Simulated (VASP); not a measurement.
Crystal: BaTiO3.

```
Ba Ti O
1.0
     3.99038    0.00000    0.00000
     0.00000    3.99038    0.00000
     0.00000    0.00000    4.10266
Ba Ti O
1 1 3
Direct
  0.50000 0.50000 0.58254
  0.00000 0.00000 0.10004
  0.00000 0.50000 0.06422
  0.50000 0.00000 0.06422
  0.00000 0.00000 0.54897
```

* Program: VASP 6.6.1
* Task: relaxation of cell and atoms
* Functional: PBE
* Potentials or basis: VASP PAW PBE potentials, release 64 (Ba_sv, Ti_sv, O)
* Cutoff: 600 eV
* k mesh: 6 × 6 × 6
* Occupations: fermi-dirac, width 0.02 eV
* Spin: no spin polarisation

At the start: pressure 2.9 GPa; volume 13.07 Å³/atom.

Problem. How do energy, volume and symmetry change on relaxing?

Solution. Over 20 steps the energy falls by 3.9 meV/atom and the volume is 13.48 Å³/atom (+3.2 %); space group P4mm (No. 99, to 0.05 Å).

Step by step:
```csv
step,energy change (eV),largest force (eV/Å),pressure (GPa),volume (Å³)
1,0.0000,0.0563,2.95,65.33
2,-0.0028,0.3540,-2.46,67.63
3,-0.0110,0.1916,-0.04,66.54
4,-0.0134,0.0815,-0.01,66.69
5,-0.0141,0.0610,0.04,66.81
6,-0.0159,0.0643,-0.01,66.94
7,-0.0188,0.0794,-0.08,67.32
8,-0.0189,0.0844,-0.08,67.41
9,-0.0194,0.0401,-0.02,67.32
10,-0.0194,0.0406,-0.02,67.33
11,-0.0196,0.0156,0.18,67.26
12,-0.0196,0.0139,0.17,67.27
13,-0.0196,0.0188,-0.16,67.42
14,-0.0196,0.0126,-0.02,67.35
15,-0.0197,0.0052,0.00,67.35
16,-0.0197,0.0087,0.02,67.36
17,-0.0197,0.0136,-0.01,67.38
18,-0.0197,0.0174,-0.03,67.40
19,-0.0197,0.0096,-0.01,67.41
20,-0.0197,0.0011,0.02,67.41
```

Final structure:
```
CELL_PARAMETERS angstrom
3.99562 0.00000 0.00000
0.00000 3.99562 0.00000
0.00000 0.00000 4.22232
ATOMIC_POSITIONS crystal
Ba 0.50000 0.50000 0.59006
Ti 0.00000 0.00000 0.10887
O 0.00000 0.50000 0.06106
O 0.50000 0.00000 0.06106
O 0.00000 0.00000 0.53894
```
